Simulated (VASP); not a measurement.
Write the native input for VASP 6.6.1 that does the following.

* Task: single point
* Functional: PBEsol
* Potentials or basis: VASP PAW PBE potentials, release 64 (Si, C)
* Cutoff: 520 eV
* k mesh: 12 × 12 × 4
* Occupations: gaussian, width 0.02 eV
* Spin: no spin polarisation
* Dipole correction: no
* Further INCAR settings: ALGO = Normal; EDIFF = 1e-07; NBANDS = 26

The structure of SiC lies in POSCAR:

```
SiC
1.0
    3.0780369118     -0.0000000029      0.0000000000
   -1.5390184534      2.6656581609      0.0000000000
    0.0000000000      0.0000000000     10.0756977068
Si C
4 4
Direct
    0.6666666667      0.3333333333      0.9378298152
    0.3333333333      0.6666666667      0.4378298152
    0.0000000000      0.0000000000      0.6878977745
    0.0000000000      0.0000000000      0.1878977745
    0.6666666667      0.3333333333      0.7498180134
    0.3333333333      0.6666666667      0.2498180134
    0.0000000000      0.0000000000      0.5004533969
    0.0000000000      0.0000000000      0.0004533969
```

One way to write it, as run:

INCAR

```
SYSTEM = SiC
PREC = Accurate ; ENCUT = 520
EDIFF = 1E-7 ; ISMEAR = 0
SIGMA = 0.02 ; LREAL = .False.
LASPH = .True. ; NELM = 80
ALGO = Normal ; ISIF = 2
LWAVE = .False. ; LCHARG = .True.
GGA = PS ; LELF = .True.
LVHAR = .True. ; NBANDS = 26
```

KPOINTS

```
regular mesh
0
Gamma
  12 12 4
  0 0 0
```

Potentials or basis: VASP PAW PBE potentials, release 64 (Si, C).

Command:

```sh
$ cat potpaw_PBE.64/Si/POTCAR potpaw_PBE.64/C/POTCAR > POTCAR
$ mpirun -np 1 vasp_std > vasp.out
```

Results of the run:

The pressure is 0.4 GPa, the largest force is 0.004 eV/Å and the band gap on the k mesh is 2.11 eV (least direct gap 3.23 eV).

Caveat: the PAW data sets were made with another functional, which shifts forces and pressure a little.

Run time: 2.3 min on 1 thread of Intel(R) Xeon(R) Platinum 8259CL CPU @ 2.50GHz (Skylake/Cascade Lake) (shared host), peak memory 0.25 GiB.
